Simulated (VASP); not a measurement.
# Be2TeI (P-6m2) in VASP: further runs

Runs on Be2TeI. Level: PBE. Tasks: single point, relaxation of cell and atoms.

Program: VASP 6.6.1. These are calculated values, not measurements. Logs are shortened: lines on timing, memory, paths and dates and some standing lists are left out, and cuts for length are marked.

### 1 The cell of the first run

The structure is hexagonal, space group P-6m2 (No. 187). The conventional cell has a = 3.786 Å, b = 3.786 Å, c = 6.238 Å, α = 90.00°, β = 90.00°, γ = 120.00°. Be (site symmetry 3m) has 3 I at 2.69 Å and 3 Te at 2.69 Å and 2 Be at 3.12 Å within 3.5 Å. Within 3.5 Å of Te (site symmetry -6m2) lie 6 Be at 2.69 Å. I (site symmetry -6m2) has 6 Be at 2.69 Å within 3.5 Å.

### 2 Single point, PBE

INCAR

```
PREC = Accurate
ENCUT = 520
EDIFF = 1E-6
ISMEAR = 0
SIGMA = 0.1
LREAL = False
LASPH = True
NELM = 60
ALGO = Fast
ISIF = 2
LWAVE = False
LCHARG = False
GGA = PE
NBANDS = 16
```

KPOINTS

```
regular mesh
0
Gamma
  6 6 4
```

POSCAR

```
Be2TeI
1.0
    3.7859650200      0.0000000000      0.0000000000
   -1.8929825100      3.2787418800      0.0000000000
    0.0000000000      0.0000000000      6.2377166900
Be Te I
2 1 1
Direct
    0.6666666700      0.3333333300      0.2500000000
    0.6666666700      0.3333333300      0.7500000000
    0.0000000000      0.0000000000      0.0000000000
    0.3333333300      0.6666666700      0.5000000000
```

Potentials or basis: VASP PAW PBE potentials, release 64 (Be, Te, I).

On the command line:

```bash
cat potpaw_PBE.64/Be/POTCAR potpaw_PBE.64/Te/POTCAR potpaw_PBE.64/I/POTCAR > POTCAR
mpirun -np 1 vasp_std > vasp.out
```

OUTCAR:

```text
PREC = Accurate
   ENCUT = 520
   EDIFF = 1E-6
   ISMEAR = 0
   LREAL = False
   LASPH = True
   NELM = 60
   ISIF = 2
   GGA = PE

 ion  position               nearest neighbor table
   1  0.667  0.333  0.250-   4 2.69   3 2.69   4 2.69   3 2.69   3 2.69   4 2.69
   2  0.667  0.333  0.750-   4 2.69   3 2.69   4 2.69   3 2.69   3 2.69   4 2.69
   3  0.000  0.000  0.000-   1 2.69   2 2.69   1 2.69   2 2.69   1 2.69   2 2.69
   4  0.333  0.667  0.500-   1 2.69   2 2.69   1 2.69   2 2.69   1 2.69   2 2.69

  LATTYP: Found a hexagonal cell.
 ALAT       =     3.7859650200
 C/A-ratio  =     1.6475896256

  Lattice vectors:

 A1 = (   3.7859650200,   0.0000000000,   0.0000000000)
 A2 = (  -1.8929825100,   3.2787418800,   0.0000000000)
 A3 = (   0.0000000000,   0.0000000000,   6.2377166900)

Analysis of symmetry for initial positions (statically):
=====================================================================
 Subroutine PRICEL returns:
 Original cell was already a primitive cell.

 Routine SETGRP: Setting up the symmetry group for a
 hexagonal supercell.

 Subroutine GETGRP returns: Found 12 space group operations
 (whereof 12 operations were pure point group operations)
 out of a pool of 24 trial point group operations.

The static configuration has the point symmetry D_3h.

Analysis of symmetry for dynamics (positions and initial velocities):
=====================================================================
 Subroutine PRICEL returns:
 Original cell was already a primitive cell.

 Routine SETGRP: Setting up the symmetry group for a
 hexagonal supercell.

 Subroutine GETGRP returns: Found 12 space group operations
 (whereof 12 operations were pure point group operations)
 out of a pool of 24 trial point group operations.

The dynamic configuration has the point symmetry D_3h.

 Subroutine INISYM returns: Found 12 space group operations
 (whereof 12 operations are pure point group operations),
 and found     1 'primitive' translations

----------------------------------------------------------------------------------------

                                     Primitive cell

  volume of cell :      77.4300

  direct lattice vectors                    reciprocal lattice vectors
     3.785965020  0.000000000  0.000000000     0.264133449  0.152497518  0.000000000
    -1.892982510  3.278741880  0.000000000     0.000000000  0.304995037  0.000000000
     0.000000000  0.000000000  6.237716690     0.000000000  0.000000000  0.160315072

  length of vectors
     3.785965020  3.785965016  6.237716690     0.304995036  0.304995037  0.160315072

  position of ions in fractional coordinates (direct lattice)
     0.666666670  0.333333330  0.250000000
     0.666666670  0.333333330  0.750000000
     0.000000000  0.000000000  0.000000000
     0.333333330  0.666666670  0.500000000

  ion indices of the primitive-cell ions
   primitive index   ion index
                 1           1
                 2           2
                 3           3
                 4           4

----------------------------------------------------------------------------------------

 KPOINTS: regular mesh

Automatic generation of k-mesh.
 Grid dimensions read from file:
 generate k-points for:    6    6    4

 Generating k-lattice:

  Cartesian coordinates                     Fractional coordinates (reciprocal lattice)
     0.044022242  0.025416253  0.000000000     0.166666667  0.000000000  0.000000000
     0.000000000  0.050832506  0.000000000     0.000000000  0.166666667  0.000000000
     0.000000000  0.000000000  0.040078768     0.000000000  0.000000000  0.250000000

  Length of vectors
     0.050832506  0.050832506  0.040078768

  Shift w.r.t. Gamma in fractional coordinates (k-lattice)
     0.000000000  0.000000000  0.000000000

 Subroutine IBZKPT returns following result:
 ===========================================

 Found     21 irreducible k-points:

 Following reciprocal coordinates:
            Coordinates               Weight
  0.000000  0.000000  0.000000      1.000000
  0.166667 -0.000000  0.000000      6.000000
  0.333333  0.000000  0.000000      6.000000
  0.500000 -0.000000  0.000000      3.000000
  0.166667  0.166667  0.000000      6.000000
  0.333333  0.166667  0.000000     12.000000
[... 13 lines left out ...]
  0.333333  0.166667  0.500000     12.000000
  0.333333  0.333333  0.500000      2.000000
   k-points           NKPTS =     21   k-points in BZ     NKDIM =     21   number of bands    NBANDS=     16
   number of dos      NEDOS =    301   number of ions     NIONS =      4
   total plane-waves  NPLWV =  37632
   dimension x,y,z NGX =    28 NGY =   28 NGZ =   48
   dimension x,y,z NGXF=    56 NGYF=   56 NGZF=   96
   ions per type =               2   1   1
   NGX,Y,Z   is equivalent  to a cutoff of  12.30, 12.30, 12.79 a.u.
   NGXF,Y,Z  is equivalent  to a cutoff of  24.59, 24.59, 25.59 a.u.
 SYSTEM =  unknown system
   PREC   = accura    normal or accurate (medium, high low for compatibility)
   ISTART =      0    job   : 0-new  1-cont  2-samecut
   ICHARG =      2    charge: 1-file 2-atom 10-const
   ISPIN  =      1    spin polarized calculation?
   LNONCOLLINEAR =      F non collinear calculations
   LSORBIT =      F    spin-orbit coupling
   LASPH  =      T    aspherical Exc in radial PAW
   ENCUT  =  520.0 eV  38.22 Ry    6.18 a.u.   7.04  7.04 11.60*2*pi/ulx,y,z
   NELM   =     60;   NELMIN=  2; NELMDL= -5     # of ELM steps
   EDIFF  = 0.1E-05   stopping-criterion for ELM
   LREAL  =      F    real-space projection
   EDIFFG = 0.1E-04   stopping-criterion for IOM
   NSW    =      0    number of steps for IOM
   IBRION =     -1    ionic relax: 0-MD 1-quasi-New 2-CG
   NFREE  =      0    steps in history (QN), initial steepest desc. (CG)
   ISIF   =      2    stress and relaxation
   ISYM   =      2    0-nonsym 1-usesym 2-fastsym
   POTIM  = 0.5000    time-step for ionic-motion
   TEBEG  =    0.0;   TEEND  =   0.0 temperature during run
   PSTRESS=    0.0 pullay stress
   NELECT =      17.0000    total number of electrons
   NUPDOWN=      -1.0000    fix difference up-down
   EMIN   =  10.00;   EMAX   =-10.00  energy-range for DOS
   EFERMI =   0.00;   METHOD = LEGACY
   ISMEAR =     0;   SIGMA  =   0.10  broadening in eV -4-tet -1-fermi 0-gaus
   EFERMI_NEDOS =   21; number of points for ismear=-14 and -15
   IALGO  =     68    algorithm
   IMIX   =      4    mixing-type and parameters
     AMIX     =   0.40;   BMIX     =  1.00
     AMIX_MAG =   1.60;   BMIX_MAG =  1.00
  volume/ion in A,a.u.               =      19.36       130.63
  Fermi-wavevector in a.u.,A,eV,Ry     =   0.987616  1.866323 13.270915  0.975385
  Thomas-Fermi vector in A             =   2.119083
   LORBIT       =      0    0 simple, 1 ext, 2 COOP (PROOUT), +10 PAW based schemes
   GGA     = PE    functional components
   LHFCALC =     F    Hartree Fock is set to
   AEXX    =    0.0000 exact exchange contribution
   IVDW    =     0    specifies the selected vdW correction
   LEPSILON=     F    determine dielectric tensor
   LRPA    =     F    only Hartree local field effects (RPA)
 non-spin polarized calculation
 RMM-DIIS sequential band-by-band and
 Gauss-broadening in eV      SIGMA  =   0.10
  energy-cutoff  :      520.00
  volume of cell :       77.43
 maximum number of plane-waves:      2094
   NGX = 15   NGY = 15   NGZ = 23

 number of electron      16.9999999 magnetization

 Free energy of the ion-electron system (eV)
  ---------------------------------------------------
  ext. energy  EPLUGINS =         0.00000000
  ---------------------------------------------------
  free energy    TOTEN  =       -10.56460214 eV

  energy without entropy =      -10.55951040  energy(sigma->0) =      -10.56205627

 E-fermi :   8.4298     XC(G=0):  -9.9407

 val. band max:        8.4281453670   @ k =   0.1667   0.1667   0.0000
 cond. band min:       8.4365232926   @ k =   0.0000   0.0000   0.0000
 fundamental gap:      0.0083779256
 Fermi energy:         8.4297534826

 k-point     1 :       0.0000    0.0000    0.0000
  band No.  band energies     occupation
      1      -7.9029      2.00000
      2      -4.4872      2.00000
      3       0.1095      2.00000
      4       4.8523      2.00000
      5       4.8523      2.00000
      6       6.3710      2.00000
[... 8 lines left out ...]
     15      13.1411      0.00000
     16      13.9365      0.00000

 k-point     2 :       0.1667   -0.0000    0.0000
  band No.  band energies     occupation
      1      -7.6723      2.00000
      2      -4.2396      2.00000
      3       0.4231      2.00000
      4       3.0886      2.00000
      5       4.3248      2.00000
      6       5.5450      2.00000
[... 8 lines left out ...]
     15      13.0383      0.00000
     16      13.3566      0.00000

 k-point     3 :       0.3333    0.0000    0.0000
  band No.  band energies     occupation
      1      -7.1152      2.00000
      2      -3.6621      2.00000
      3       0.9882      2.00000
      4       1.3037      2.00000
      5       3.1725      2.00000
      6       3.5815      2.00000
[... 8 lines left out ...]
     15      14.1380      0.00000
     16      15.3938      0.00000

 k-point     4 :       0.5000   -0.0000    0.0000
  band No.  band energies     occupation
      1      -6.7592      2.00000
      2      -3.3403      2.00000
      3       0.2462      2.00000
      4       2.0194      2.00000
      5       2.1366      2.00000
      6       3.2887      2.00000
[... 8 lines left out ...]
     15      15.2411      0.00000
     16      15.4664      0.00000
[... 267 lines left out ...]
 k-point    19 :       0.1667    0.1667    0.5000
  band No.  band energies     occupation
      1      -7.2099      2.00000
      2      -4.0929      2.00000
      3       1.4461      2.00000
      4       2.2477      2.00000
      5       3.2243      2.00000
      6       4.0567      2.00000
[... 8 lines left out ...]
     15      13.3094      0.00000
     16      13.7076      0.00000

 k-point    20 :       0.3333    0.1667    0.5000
  band No.  band energies     occupation
      1      -6.7449      2.00000
      2      -3.3525      2.00000
      3       0.2647      2.00000
      4       1.4107      2.00000
      5       2.3534      2.00000
      6       3.2912      2.00000
[... 8 lines left out ...]
     15      14.3015      0.00000
     16      14.9175      0.00000

 k-point    21 :       0.3333    0.3333    0.5000
  band No.  band energies     occupation
      1      -6.5724      2.00000
      2      -3.0452      2.00000
      3       0.5267      2.00000
      4       1.1112      2.00000
      5       1.6835      2.00000
      6       2.1119      2.00000
[... 8 lines left out ...]
     15      14.7725      0.00000
     16      15.0231      0.00000

------------------------ aborting loop because EDIFF is reached ----------------------------------------

  FORCE on cell =-STRESS in cart. coord.  units (eV):
  Direction    XX          YY          ZZ          XY          YZ          ZX
  --------------------------------------------------------------------------------------
  -------------------------------------------------------------------------------------
  Total        1.5580221      1.5580221      2.2848776      0.0000000      0.0000000      0.0000000
  in kB       32.2384917     32.2384916     47.2785390      0.0000000      0.0000000      0.0000000
  external PRESSURE =      37.2518408 kB  Pullay stress =       0.0000000 kB

 VOLUME and BASIS-vectors are now :
 -----------------------------------------------------------------------------
  energy-cutoff  :      520.00
  volume of cell :       77.43
      direct lattice vectors                 reciprocal lattice vectors
     3.785965020  0.000000000  0.000000000     0.264133449  0.152497518  0.000000000
    -1.892982510  3.278741880  0.000000000     0.000000000  0.304995037  0.000000000
     0.000000000  0.000000000  6.237716690     0.000000000  0.000000000  0.160315072

 POSITION                                       TOTAL-FORCE (eV/Angst)
 -----------------------------------------------------------------------------------
      1.89298      1.09291      1.55943        -0.000000      0.000000     -1.371843
      1.89298      1.09291      4.67829         0.000000      0.000000      1.371843
      0.00000      0.00000      0.00000         0.000000      0.000000     -0.000000
     -0.00000      2.18583      3.11886        -0.000000     -0.000000     -0.000000
 -----------------------------------------------------------------------------------
    total drift:                                0.000010     -0.000006     -0.000000

  FREE ENERGIE OF THE ION-ELECTRON SYSTEM (eV)
  ---------------------------------------------------
  free  energy   TOTEN  =       -10.5646021381 eV

  energy  without entropy=      -10.5595104002  energy(sigma->0) =      -10.56205627
```

Wall time 46 s (1 thread of Oxide Virtual Turin-like, shared host); peak memory 0.16 GiB.

Results:

- Free energy: -10.5646 eV
- Pressure: 3.7 GPa
- Largest force: 1.372 eV/Å
- Band gap on the k mesh: zero (an odd number of electrons rules out a gap without spin polarisation)

Forces on the atoms (eV/Å):
```
Be   0.000  0.000 -1.372
Be   0.000  0.000  1.372
Te   0.000  0.000  0.000
I    0.000  0.000  0.000
```

Stress tensor (GPa, compression positive):
```
3.22 0.00 0.00
0.00 3.22 0.00
0.00 0.00 4.73
```

Levels at points of the mesh, in eV from the Fermi level:
| k point | band 6 | band 7 | band 8 | band 9 | band 10 | band 11 |
| --- | --- | --- | --- | --- | --- | --- |
| (0.00, 0.00, 0.00) | -2.06 | -1.11 | -1.11 | 0.01 | 1.84 | 2.68 |
| (0.50, 0.00, 0.00) | -5.14 | -4.25 | -1.90 | 0.17 | 0.48 | 1.18 |
| (0.00, 0.00, 0.50) | -3.56 | -1.00 | -1.00 | 0.54 | 2.07 | 2.07 |
| (0.50, 0.00, 0.50) | -4.34 | -3.36 | -2.82 | -0.35 | -0.33 | 1.39 |

Caveat: the cell stands under pressure; spin-orbit coupling is left out, which moves the levels of the heavy elements; an odd number of electrons without spin polarisation forces a metal; a magnetic or distorted state may lie lower.

### 3 Single point, PBE

This run uses another cell than the first one, of 20.96 Å³/atom.

INCAR

```
  ALGO = Fast
  EDIFF = 1E-6
  ENCUT = 520
  GGA = PE
  ISIF = 2
  ISMEAR = 0
  LASPH = True
  LCHARG = True
  LELF = True
  LREAL = False
  LVHAR = True
  LWAVE = False
  NBANDS = 16
  NELM = 80
  PREC = Accurate
  SIGMA = 0.1
```

KPOINTS

```
k-points
0
Gamma
  6 6 4
```

POSCAR

```
Be2TeI
1.0
    3.8549418927      0.0000000000      0.0000000000
   -1.9274709464      3.3384776092      0.0000000000
    0.0000000000      0.0000000000      6.5130761889
Be Te I
2 1 1
Direct
    0.6666666667      0.3333333333      0.2109113938
    0.6666666667      0.3333333333      0.7890886062
    0.0000000000      0.0000000000      0.0000000000
    0.3333333333      0.6666666667      0.5000000000
```

Potentials or basis: VASP PAW PBE potentials, release 64 (Be, Te, I).

On the command line:

```bash
cat potpaw_PBE.64/Be/POTCAR potpaw_PBE.64/Te/POTCAR potpaw_PBE.64/I/POTCAR > POTCAR
mpirun -np 1 vasp_std > vasp.out
```

Wall time 49 s (1 thread of Oxide Virtual Turin-like, shared host); peak memory 0.18 GiB.

The run converged. Its results:

```
Free energy            : -10.9706 eV
Pressure               : -0.1 GPa
Largest force          : 0.008 eV/Å
Band gap on the k mesh : zero (an odd number of electrons rules out a gap without spin polarisation)
```

Forces in eV/Å, atoms in the order of the input:
```
Be   0.000  0.000  0.008
Be   0.000  0.000 -0.008
Te   0.000  0.000  0.000
I    0.000  0.000  0.000
```

Stress tensor (GPa, compression positive):
```
-0.14  0.00  0.00
 0.00 -0.14  0.00
 0.00  0.00 -0.06
```

Levels at points of the mesh, in eV from the Fermi level:
```tsv
k point	band 5	band 6	band 7	band 8	band 9	band 10	band 11	band 12
(0.00, 0.00, 0.00)	-2.59	-2.34	-2.07	-2.07	0.11	0.84	2.73	2.73
(0.50, 0.00, 0.00)	-5.66	-4.42	-4.25	-2.57	0.08	0.39	1.18	1.34
(0.00, 0.00, 0.50)	-2.56	-2.56	-2.05	-2.05	0.90	1.59	2.23	2.23
(0.50, 0.00, 0.50)	-4.18	-3.72	-3.71	-3.63	-0.57	-0.39	1.28	2.22
```

Caveat: spin-orbit coupling is left out, which moves the levels of the heavy elements; an odd number of electrons without spin polarisation forces a metal; a magnetic or distorted state may lie lower.

(Part 1 of 2 ends here.)

The gap in the log of VASP goes by the Fermi energy; the results here count the filled bands.